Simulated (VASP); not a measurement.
# Ga4AsP3 (P-4m2) in VASP: relaxation of cell and atoms with PBE

Aim: the relaxation of cell and atoms of Ga4AsP3 with PBE.

Everything below comes from runs of VASP 6.6.1. Logs are shortened: lines on timing, memory, paths and dates and some standing lists are left out, and cuts for length are marked.

## (1) The cell of the first run

It takes space group P-4m2 (No. 115, tetragonal). The conventional cell has a = 3.935 Å, b = 3.935 Å, c = 11.130 Å, α = 90.00°, β = 90.00°, γ = 90.00°. Ga (site symmetry 2mm) has 2 P at 2.39 Å and 2 As at 2.46 Å within 3.2 Å. Ga (site symmetry 2mm) has 4 P at 2.39 to 2.40 Å within 3.2 Å. Within 3.2 Å of P (site symmetry -4m2) lie 4 Ga at 2.39 Å. Within 3.2 Å of P (site symmetry 2mm) lie 4 Ga at 2.39 to 2.40 Å. Within 3.2 Å of As (site symmetry -4m2) lie 4 Ga at 2.46 Å.

## (2) Relaxation of cell and atoms, PBE

INCAR

```
PREC     = Accurate       # precision mode
ENCUT    = 600            # plane-wave cutoff, eV
EDIFF    = 1E-7           # SCF threshold, eV
ISMEAR   = 0              # smearing method
SIGMA    = 0.02           # smearing width, eV
LREAL    = F              # projectors in reciprocal space
LASPH    = T              # aspherical terms in the spheres
NELM     = 80             # most SCF steps
ALGO     = Normal         # electronic algorithm
ISIF     = 3              # what is computed and relaxed
LWAVE    = F              # write WAVECAR
LCHARG   = F              # write CHGCAR
GGA      = PE             # functional
IBRION   = 2              # ionic algorithm
NSW      = 100            # ionic steps
EDIFFG   = -0.01          # ionic threshold
```

KPOINTS

```
Automatic mesh
0
Gamma
  8 8 4
```

POSCAR

```
Ga4AsP3
1.0
    3.9346742000      0.0000000000      0.0000000000
    0.0000000000      3.9346742000      0.0000000000
    0.0000000000      0.0000000000     11.1296025000
Ga P As
4 3 1
Direct
    0.5000000000      0.0000000000      0.8679640000
    0.0000000000      0.5000000000      0.6225670000
    0.5000000000      0.0000000000      0.3774330000
    0.0000000000      0.5000000000      0.1320360000
    0.0000000000      0.0000000000      0.5000000000
    0.5000000000      0.5000000000      0.2546580000
    0.5000000000      0.5000000000      0.7453420000
    0.0000000000      0.0000000000      0.0000000000
```

Potentials or basis: VASP PAW PBE potentials, release 64 (Ga_d, P, As).

Run with:

```sh
$ cat potpaw_PBE.64/Ga_d/POTCAR potpaw_PBE.64/P/POTCAR potpaw_PBE.64/As/POTCAR > POTCAR
$ mpirun -np 1 vasp_std > vasp.out
```

OUTCAR:

```text
PREC = Accurate
   ENCUT = 600
   EDIFF = 1E-7
   ISMEAR = 0
   LREAL = F
   LASPH = T
   NELM = 80
   ISIF = 3
   GGA = PE
   IBRION = 2
   NSW = 100
   EDIFFG = -0.01

 ion  position               nearest neighbor table
   1  0.500  0.000  0.868-   7 2.39   7 2.39   8 2.46   8 2.46
   2  0.000  0.500  0.623-   5 2.39   5 2.39   7 2.40   7 2.40
   3  0.500  0.000  0.377-   5 2.39   5 2.39   6 2.40   6 2.40
   4  0.000  0.500  0.132-   6 2.39   6 2.39   8 2.46   8 2.46
   5  0.000  0.000  0.500-   2 2.39   3 2.39   2 2.39   3 2.39
   6  0.500  0.500  0.255-   4 2.39   4 2.39   3 2.40   3 2.40
   7  0.500  0.500  0.745-   1 2.39   1 2.39   2 2.40   2 2.40
   8  0.000  0.000  0.000-   1 2.46   4 2.46   4 2.46   1 2.46

  LATTYP: Found a simple tetragonal cell.
 ALAT       =     3.9346742000
 C/A-ratio  =     2.8285956941

  Lattice vectors:

 A1 = (   3.9346742000,   0.0000000000,   0.0000000000)
 A2 = (   0.0000000000,   3.9346742000,   0.0000000000)
 A3 = (   0.0000000000,   0.0000000000,  11.1296025000)

Analysis of symmetry for initial positions (statically):
=====================================================================
 Subroutine PRICEL returns:
 Original cell was already a primitive cell.

 Routine SETGRP: Setting up the symmetry group for a
 simple tetragonal supercell.

 Subroutine GETGRP returns: Found  8 space group operations
 (whereof  8 operations were pure point group operations)
 out of a pool of 16 trial point group operations.

The static configuration has the point symmetry D_2d.

Analysis of symmetry for dynamics (positions and initial velocities):
=====================================================================
 Subroutine PRICEL returns:
 Original cell was already a primitive cell.

 Routine SETGRP: Setting up the symmetry group for a
 simple tetragonal supercell.

 Subroutine GETGRP returns: Found  8 space group operations
 (whereof  8 operations were pure point group operations)
 out of a pool of 16 trial point group operations.

The dynamic configuration has the point symmetry D_2d.

[... 172 lines left out ...]
 VOLUME and BASIS-vectors are now :
 -----------------------------------------------------------------------------
  energy-cutoff  :      600.00
  volume of cell :      172.30
      direct lattice vectors                 reciprocal lattice vectors
     3.934674200  0.000000000  0.000000000     0.254150649  0.000000000  0.000000000
     0.000000000  3.934674200  0.000000000     0.000000000  0.254150649  0.000000000
     0.000000000  0.000000000 11.129602500     0.000000000  0.000000000  0.089850469

 POSITION                                       TOTAL-FORCE (eV/Angst)
 -----------------------------------------------------------------------------------
      1.96734      0.00000      9.66009        -0.000000     -0.000000     -0.015889
      0.00000      1.96734      6.92892         0.000000     -0.000000     -0.000274
      1.96734      0.00000      4.20068         0.000000     -0.000000      0.000274
      0.00000      1.96734      1.46951         0.000000     -0.000000      0.015889
      0.00000      0.00000      5.56480         0.000000     -0.000000      0.000000
      1.96734      1.96734      2.83424         0.000000      0.000000      0.000856
      1.96734      1.96734      8.29536         0.000000      0.000000     -0.000856
      0.00000      0.00000      0.00000         0.000000     -0.000000      0.000000
 -----------------------------------------------------------------------------------
    total drift:                                0.000000      0.000000      0.000000

  FREE ENERGIE OF THE ION-ELECTRON SYSTEM (eV)
  ---------------------------------------------------
  free  energy   TOTEN  =       -35.6023181166 eV

  energy  without entropy=      -35.6023181166  energy(sigma->0) =      -35.60231812

--------------------------------------- Ionic step        2  -------------------------------------------

 number of electron      71.9999938 magnetization

 Free energy of the ion-electron system (eV)
  ---------------------------------------------------
  ext. energy  EPLUGINS =         0.00000000
  ---------------------------------------------------
  free energy    TOTEN  =       -35.60233222 eV

  energy without entropy =      -35.60233222  energy(sigma->0) =      -35.60233222

 E-fermi :   4.2402     XC(G=0):  -9.6134

 val. band max:        4.1539677453   @ k =   0.0000   0.0000   0.0000
 cond. band min:       5.3091104504   @ k =   0.0000   0.0000   0.0000
 fundamental gap:      1.1551427052
 Fermi energy:         4.2401559138

 k-point     1 :       0.0000    0.0000    0.0000
  band No.  band energies     occupation
      1     -10.5570      2.00000
      2     -10.5113      2.00000
      3     -10.4984      2.00000
      4     -10.4607      2.00000
      5     -10.4607      2.00000
      6     -10.4449      2.00000
[... 1093 lines left out ...]
     42       8.4126      0.00000
     43       8.5813      0.00000

 [... further k-points ...]
[... 5 lines left out ...]
  --------------------------------------------------------------------------------------
  -------------------------------------------------------------------------------------
  Total       -0.0311495     -0.0311495     -0.0266094      0.0000000      0.0000000      0.0000000
  in kB       -0.2893983     -0.2893983     -0.2472182      0.0000000      0.0000000      0.0000000
  external PRESSURE =      -0.2753383 kB  Pullay stress =       0.0000000 kB

 VOLUME and BASIS-vectors are now :
 -----------------------------------------------------------------------------
  energy-cutoff  :      600.00
  volume of cell :      172.45
      direct lattice vectors                 reciprocal lattice vectors
     3.935712579  0.000000000  0.000000000     0.254083595 -0.000000000  0.000000000
     0.000000000  3.935712579  0.000000000     0.000000000  0.254083595  0.000000000
    -0.000000000 -0.000000000 11.133155567     0.000000000 -0.000000000  0.089821793

 POSITION                                       TOTAL-FORCE (eV/Angst)
 -----------------------------------------------------------------------------------
      1.96786      3.93571      9.66241         0.000000      0.000000     -0.005279
     -0.00000      1.96786      6.93112         0.000000      0.000000     -0.001036
      1.96786      3.93571      4.20203        -0.000000     -0.000000      0.001036
     -0.00000      1.96786      1.47074        -0.000000     -0.000000      0.005279
     -0.00000      3.93571      5.56658        -0.000000      0.000000     -0.000000
      1.96786      1.96786      2.83519        -0.000000     -0.000000      0.004870
      1.96786      1.96786      8.29797         0.000000      0.000000     -0.004870
      0.00000      3.93571      0.00000        -0.000000      0.000000     -0.000000
 -----------------------------------------------------------------------------------
    total drift:                                0.000000      0.000000     -0.000000

  FREE ENERGIE OF THE ION-ELECTRON SYSTEM (eV)
  ---------------------------------------------------
  free  energy   TOTEN  =       -35.6023322183 eV

  energy  without entropy=      -35.6023322183  energy(sigma->0) =      -35.60233222

 reached required accuracy - stopping structural energy minimisation
```

Run time: 13 min. Hardware: 1 thread of Oxide Virtual Turin-like, shared host; peak memory 0.5 GiB.

Results:

* Free energy: -35.6023 eV
* Relaxed volume: 21.56 Å³/atom
* Relaxed cell: a = 3.936 Å, b = 3.936 Å, c = 11.133 Å, α = 90.00°, β = 90.00°, γ = 90.00°
* Space group after relaxing (to 0.1 Å): P-4m2 (No. 115)
* Energy gained by relaxing: 0.0 meV/atom
* Ionic steps: 2
* Pressure after relaxing: 0.0 GPa
* Largest force after relaxing: 0.005 eV/Å
* Band gap on the k mesh: 1.16 eV

Forces in eV/Å, atoms in the order of the input:
```
Ga   0.000  0.000 -0.005
Ga   0.000  0.000 -0.001
Ga   0.000  0.000  0.001
Ga   0.000  0.000  0.005
P    0.000  0.000  0.000
P    0.000  0.000  0.005
P    0.000  0.000 -0.005
As   0.000  0.000  0.000
```

Final structure:
```
Ga P As
1.0
     3.93571    0.00000    0.00000
     0.00000    3.93571    0.00000
     0.00000    0.00000   11.13316
Ga P As
4 3 1
Cartesian
  1.9679 3.9357 9.6624
  0.0000 1.9679 6.9311
  1.9679 3.9357 4.2020
  0.0000 1.9679 1.4707
  0.0000 3.9357 5.5666
  1.9679 1.9679 2.8352
  1.9679 1.9679 8.2980
  0.0000 3.9357 0.0000
```
